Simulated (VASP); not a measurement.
# Cu in VASP: single point with PBE

Aim: the single point of Cu with PBE.

All numbers are computed with VASP 6.6.1; they aren't measurements. Logs are shortened: lines on timing, memory, paths and dates and some standing lists are left out, and cuts for length are marked.

**1. The cell of the first run**

The cell holds a wire or tube with vacuum around it, 18 atoms: a = 18.000 Å, b = 18.400 Å, c = 2.567 Å, α = 90.00°, β = 90.00°, γ = 90.00°.

**2. Single point, PBE**

Contents of INCAR:

```
SYSTEM = Cu
PREC     = Accurate       ! precision mode
ENCUT    = 520            ! plane-wave cutoff, eV
EDIFF    = 1E-6           ! SCF threshold, eV
ISMEAR   = 0              ! smearing method
SIGMA    = 0.05           ! smearing width, eV
LREAL    = Auto         
LASPH    = .TRUE.         ! aspherical terms in the spheres
NELM     = 80             ! most SCF steps
ALGO     = Fast           ! electronic algorithm
ISIF     = 2              ! what is computed and relaxed
LWAVE    = .FALSE.        ! write WAVECAR
LCHARG   = .FALSE.        ! write CHGCAR
GGA      = PE             ! functional
NBANDS   = 114            ! bands
```

Contents of KPOINTS:

```
Automatic mesh
0
G
  1 1 21
  0 0 0
```

Contents of POSCAR:

```
Cu
1.0
   18.0000000000      0.0000000000      0.0000000000
    0.0000000000     18.4000000000      0.0000000000
    0.0000000000      0.0000000000      2.5666196361
Cu
18
Direct
    0.2504675354      0.5493172323      1.0000000000
    0.5356474949      0.7465861616      0.0000000000
    0.5356474949      0.5493172323      0.0000000000
    0.5356474949      0.3520483030      0.0000000000
    0.4643525051      0.6479516970      0.5000000000
    0.4643525051      0.4506827677      0.5000000000
    0.4643525051      0.2534138384      0.5000000000
    0.7495324646      0.4506827677      0.5000000000
    0.3217625253      0.6479516970      0.5000000000
    0.3217625253      0.4506827677      0.5000000000
    0.6069424848      0.6479516970      0.5000000000
    0.6069424848      0.4506827677      0.5000000000
    0.6069424848      0.2534138384      0.5000000000
    0.3930575152      0.7465861616      1.0000000000
    0.3930575152      0.5493172323      1.0000000000
    0.3930575152      0.3520483030      1.0000000000
    0.6782374747      0.5493172323      0.0000000000
    0.6782374747      0.3520483030      0.0000000000
```

Potentials or basis: VASP PAW PBE potentials, release 64 (Cu).

Started as:

```sh
cat potpaw_PBE.64/Cu/POTCAR > POTCAR
mpirun -np 1 vasp_std > vasp.out
```

OUTCAR:

```text
SYSTEM = Cu
   PREC = Accurate
   ENCUT = 520
   EDIFF = 1E-6
   ISMEAR = 0
   LREAL = Auto
   LASPH = .TRUE.
   NELM = 80
   ISIF = 2
   GGA = PE

 ion  position               nearest neighbor table
   1  0.250  0.549  0.000-  10 2.57  10 2.57  15 2.57   9 2.57   9 2.57
   2  0.536  0.747  0.000-  14 2.57   5 2.57   5 2.57  11 2.57  11 2.57
   3  0.536  0.549  0.000-  15 2.57   6 2.57   6 2.57  12 2.57  12 2.57   5 2.57   5 2.57  17 2.57
                            11 2.57  11 2.57
   4  0.536  0.352  0.000-  16 2.57   7 2.57   7 2.57  13 2.57  13 2.57   6 2.57   6 2.57  18 2.57
                            12 2.57  12 2.57
   5  0.464  0.648  0.500-  11 2.57   2 2.57   2 2.57  14 2.57  14 2.57   3 2.57   3 2.57   9 2.57
                            15 2.57  15 2.57
   6  0.464  0.451  0.500-  12 2.57   3 2.57   3 2.57  15 2.57  15 2.57   4 2.57   4 2.57  10 2.57
                            16 2.57  16 2.57
   7  0.464  0.253  0.500-  13 2.57   4 2.57   4 2.57  16 2.57  16 2.57
   8  0.750  0.451  0.500-  17 2.57  17 2.57  12 2.57  18 2.57  18 2.57
   9  0.322  0.648  0.500-  14 2.57  14 2.57   5 2.57  15 2.57  15 2.57   1 2.57   1 2.57
  10  0.322  0.451  0.500-  15 2.57  15 2.57   1 2.57   1 2.57   6 2.57  16 2.57  16 2.57
  11  0.607  0.648  0.500-   5 2.57   2 2.57   2 2.57  17 2.57  17 2.57   3 2.57   3 2.57
  12  0.607  0.451  0.500-   6 2.57  17 2.57  17 2.57   3 2.57   3 2.57   8 2.57  18 2.57  18 2.57
                             4 2.57   4 2.57
  13  0.607  0.253  0.500-   7 2.57  18 2.57  18 2.57   4 2.57   4 2.57
  14  0.393  0.747  0.000-   2 2.57   9 2.57   9 2.57   5 2.57   5 2.57
  15  0.393  0.549  0.000-   3 2.57  10 2.57  10 2.57   6 2.57   6 2.57   1 2.57   9 2.57   9 2.57
                             5 2.57   5 2.57
  16  0.393  0.352  0.000-   4 2.57   7 2.57   7 2.57  10 2.57  10 2.57   6 2.57   6 2.57
  17  0.678  0.549  0.000-  12 2.57  12 2.57   8 2.57   8 2.57   3 2.57  11 2.57  11 2.57
  18  0.678  0.352  0.000-  13 2.57  13 2.57   4 2.57  12 2.57  12 2.57   8 2.57   8 2.57

  LATTYP: Found a simple orthorhombic cell.
 ALAT       =     2.5666196361
 B/A-ratio  =     7.0131155185
 C/A-ratio  =     7.1689625300

  Lattice vectors:

 A1 = (   0.0000000000,   0.0000000000,   2.5666196361)
 A2 = (  18.0000000000,   0.0000000000,   0.0000000000)
 A3 = (   0.0000000000,  18.4000000000,   0.0000000000)

Analysis of symmetry for initial positions (statically):
=====================================================================
 Subroutine PRICEL returns:
 Original cell was already a primitive cell.

 Routine SETGRP: Setting up the symmetry group for a
 simple orthorhombic supercell.

 Subroutine GETGRP returns: Found  4 space group operations
 (whereof  2 operations were pure point group operations)
 out of a pool of  8 trial point group operations.

The static configuration has the point symmetry C_1h.
 The point group associated with its full space group is C_2h.

Analysis of symmetry for dynamics (positions and initial velocities):
=====================================================================
 Subroutine PRICEL returns:
 Original cell was already a primitive cell.

 Routine SETGRP: Setting up the symmetry group for a
 simple orthorhombic supercell.

 Subroutine GETGRP returns: Found  4 space group operations
 (whereof  2 operations were pure point group operations)
 out of a pool of  8 trial point group operations.

The dynamic configuration has the point symmetry C_1h.
 The point group associated with its full space group is C_2h.

 Subroutine INISYM returns: Found  4 space group operations
 (whereof  2 operations are pure point group operations),
 and found     1 'primitive' translations

----------------------------------------------------------------------------------------

                                     Primitive cell

  volume of cell :     850.0644

  direct lattice vectors                    reciprocal lattice vectors
    18.000000000  0.000000000  0.000000000     0.055555556  0.000000000  0.000000000
     0.000000000 18.400000000  0.000000000     0.000000000  0.054347826  0.000000000
     0.000000000  0.000000000  2.566619636     0.000000000  0.000000000  0.389617529

  length of vectors
    18.000000000 18.400000000  2.566619636     0.055555556  0.054347826  0.389617529

  position of ions in fractional coordinates (direct lattice)
     0.250467535  0.549317232  0.000000000
     0.535647495  0.746586162  0.000000000
     0.535647495  0.549317232  0.000000000
     0.535647495  0.352048303  0.000000000
     0.464352505  0.647951697  0.500000000
     0.464352505  0.450682768  0.500000000
[... 10 lines left out ...]
     0.678237475  0.549317232  0.000000000
     0.678237475  0.352048303  0.000000000

  ion indices of the primitive-cell ions
   primitive index   ion index
[... 33 lines left out ...]

  Length of vectors
     0.055555556  0.054347826  0.018553216

  Shift w.r.t. Gamma in fractional coordinates (k-lattice)
     0.000000000  0.000000000  0.000000000

 Subroutine IBZKPT returns following result:
 ===========================================

 Found     11 irreducible k-points:

 Following reciprocal coordinates:
            Coordinates               Weight
  0.000000  0.000000  0.000000      1.000000
  0.000000  0.000000  0.047619      2.000000
  0.000000  0.000000  0.095238      2.000000
  0.000000  0.000000  0.142857      2.000000
  0.000000  0.000000  0.190476      2.000000
  0.000000  0.000000  0.238095      2.000000
  0.000000  0.000000  0.285714      2.000000
  0.000000  0.000000  0.333333      2.000000
  0.000000  0.000000  0.380952      2.000000
  0.000000  0.000000  0.428571      2.000000
  0.000000  0.000000  0.476190      2.000000
   k-points           NKPTS =     11   k-points in BZ     NKDIM =     11   number of bands    NBANDS=    114
   number of dos      NEDOS =    301   number of ions     NIONS =     18
   total plane-waves  NPLWV = 392000
   dimension x,y,z NGX =   140 NGY =  140 NGZ =   20
   dimension x,y,z NGXF=   280 NGYF=  280 NGZF=   40
   ions per type =              18
   NGX,Y,Z   is equivalent  to a cutoff of  12.93, 12.65, 12.95 a.u.
   NGXF,Y,Z  is equivalent  to a cutoff of  25.86, 25.30, 25.91 a.u.
 SYSTEM =  Cu
   PREC   = accura    normal or accurate (medium, high low for compatibility)
   ISTART =      0    job   : 0-new  1-cont  2-samecut
   ICHARG =      2    charge: 1-file 2-atom 10-const
   ISPIN  =      1    spin polarized calculation?
   LNONCOLLINEAR =      F non collinear calculations
   LSORBIT =      F    spin-orbit coupling
   LASPH  =      T    aspherical Exc in radial PAW
   ENCUT  =  520.0 eV  38.22 Ry    6.18 a.u.  33.47 34.21  4.77*2*pi/ulx,y,z
   NELM   =     80;   NELMIN=  2; NELMDL= -5     # of ELM steps
   EDIFF  = 0.1E-05   stopping-criterion for ELM
   LREAL  =      T    real-space projection
   EDIFFG = 0.1E-04   stopping-criterion for IOM
   NSW    =      0    number of steps for IOM
   IBRION =     -1    ionic relax: 0-MD 1-quasi-New 2-CG
   NFREE  =      0    steps in history (QN), initial steepest desc. (CG)
   ISIF   =      2    stress and relaxation
   ISYM   =      2    0-nonsym 1-usesym 2-fastsym
   POTIM  = 0.5000    time-step for ionic-motion
   TEBEG  =    0.0;   TEEND  =   0.0 temperature during run
   PSTRESS=    0.0 pullay stress
   NELECT =     198.0000    total number of electrons
   NUPDOWN=      -1.0000    fix difference up-down
   EMIN   =  10.00;   EMAX   =-10.00  energy-range for DOS
   EFERMI =   0.00;   METHOD = LEGACY
   ISMEAR =     0;   SIGMA  =   0.05  broadening in eV -4-tet -1-fermi 0-gaus
   EFERMI_NEDOS =   21; number of points for ismear=-14 and -15
   IALGO  =     68    algorithm
   IMIX   =      4    mixing-type and parameters
     AMIX     =   0.40;   BMIX     =  1.00
     AMIX_MAG =   1.60;   BMIX_MAG =  1.00
  volume/ion in A,a.u.               =      47.23       318.70
  Fermi-wavevector in a.u.,A,eV,Ry     =   1.007270  1.903465 13.804377  1.014593
  Thomas-Fermi vector in A             =   2.140065
   LORBIT       =      0    0 simple, 1 ext, 2 COOP (PROOUT), +10 PAW based schemes
   GGA     = PE    functional components
   LHFCALC =     F    Hartree Fock is set to
   AEXX    =    0.0000 exact exchange contribution
   IVDW    =     0    specifies the selected vdW correction
   LEPSILON=     F    determine dielectric tensor
   LRPA    =     F    only Hartree local field effects (RPA)
 non-spin polarized calculation
 RMM-DIIS sequential band-by-band and
 Gauss-broadening in eV      SIGMA  =   0.05
  energy-cutoff  :      520.00
  volume of cell :      850.06
 maximum number of plane-waves:     22946
 NGX is ok and might be reduce to   140
   NGX = 67   NGY = 69   NGZ =  9

 number of electron     197.9999713 magnetization

 Free energy of the ion-electron system (eV)
  ---------------------------------------------------
  ext. energy  EPLUGINS =         0.00000000
  ---------------------------------------------------
  free energy    TOTEN  =       -59.19791992 eV

  energy without entropy =      -59.19019233  energy(sigma->0) =      -59.19405613

 E-fermi :  -1.3848     XC(G=0):  -4.3103

 val. band max:       -1.3929428674   @ k =   0.0000   0.0000   0.3810
 cond. band min:      -1.2959784424   @ k =   0.0000   0.0000   0.4762
 fundamental gap:      0.0969644250
 Fermi energy:        -1.3847921804

 k-point     1 :       0.0000    0.0000    0.0000
  band No.  band energies     occupation
      1      -9.8898      2.00000
      2      -8.9869      2.00000
      3      -8.5922      2.00000
      4      -7.7415      2.00000
      5      -7.6219      2.00000
      6      -6.9525      2.00000
[... 1243 lines left out ...]
    110       2.7706      0.00000
    111       3.5063      0.00000
 [bands above 111 left out]

------------------------ aborting loop because EDIFF is reached ----------------------------------------

  FORCE on cell =-STRESS in cart. coord.  units (eV):
  Direction    XX          YY          ZZ          XY          YZ          ZX
  --------------------------------------------------------------------------------------
  -------------------------------------------------------------------------------------
  Total       -5.2522771     -5.4078742     -8.1522432      0.2290890      0.0000000      0.0000000
  in kB       -9.8993430    -10.1926080    -15.3651170      0.4317804      0.0000000      0.0000000
  external PRESSURE =     -11.8190227 kB  Pullay stress =       0.0000000 kB

 VOLUME and BASIS-vectors are now :
 -----------------------------------------------------------------------------
  energy-cutoff  :      520.00
  volume of cell :      850.06
      direct lattice vectors                 reciprocal lattice vectors
    18.000000000  0.000000000  0.000000000     0.055555556  0.000000000  0.000000000
     0.000000000 18.400000000  0.000000000     0.000000000  0.054347826  0.000000000
     0.000000000  0.000000000  2.566619636     0.000000000  0.000000000  0.389617529

 POSITION                                       TOTAL-FORCE (eV/Angst)
 -----------------------------------------------------------------------------------
      4.50842     10.10744      0.00000         0.494398      0.035986      0.000000
      9.64165     13.73719      0.00000        -0.157776     -0.392158      0.000000
      9.64165     10.10744      0.00000        -0.032736     -0.010867      0.000000
      9.64165      6.47769      0.00000         0.045128     -0.334128      0.000000
      8.35835     11.92231      1.28331        -0.045128      0.334128      0.000000
      8.35835      8.29256      1.28331         0.032736      0.010867      0.000000
[... 10 lines left out ...]
     12.20827     10.10744      0.00000        -0.010373      0.017076      0.000000
     12.20827      6.47769      0.00000         0.008136     -0.025461      0.000000
 -----------------------------------------------------------------------------------
    total drift:                                0.000000      0.000000     -0.000000

  FREE ENERGIE OF THE ION-ELECTRON SYSTEM (eV)
  ---------------------------------------------------
  free  energy   TOTEN  =       -59.1979199227 eV

  energy  without entropy=      -59.1901923324  energy(sigma->0) =      -59.19405613
```

It took 71 min on 1 thread of Oxide Virtual Turin-like, shared host; peak memory 1.1 GiB.

Results:

| Quantity | Value |
| --- | --- |
| Free energy | -59.1979 eV |
| Largest force | 0.496 eV/Å |
| Band gap on the k mesh | zero (bands 99 and 100 overlap by 2.35 eV) |

Forces on the atoms (eV/Å):
```
Cu   0.494  0.036  0.000
Cu  -0.158 -0.392  0.000
Cu  -0.033 -0.011  0.000
Cu   0.045 -0.334  0.000
Cu  -0.045  0.334  0.000
Cu   0.033  0.011  0.000
Cu   0.158  0.392  0.000
Cu  -0.494 -0.036  0.000
Cu  -0.008  0.025  0.000
Cu   0.010 -0.017  0.000
Cu  -0.020  0.002  0.000
Cu   0.025 -0.021  0.000
Cu  -0.142  0.419  0.000
Cu   0.142 -0.419  0.000
Cu  -0.025  0.021  0.000
Cu   0.020 -0.002  0.000
Cu  -0.010  0.017  0.000
Cu   0.008 -0.025  0.000
```

Levels at points of the mesh, in eV from the Fermi level:
| k point | band 97 | band 98 | band 99 | band 100 | band 101 | band 102 |
| --- | --- | --- | --- | --- | --- | --- |
| (0.00, 0.00, 0.00) | -1.39 | -1.36 | -1.34 | -1.03 | -0.97 | -0.84 |

The gap in the log of VASP goes by the Fermi energy; the results here count the filled bands.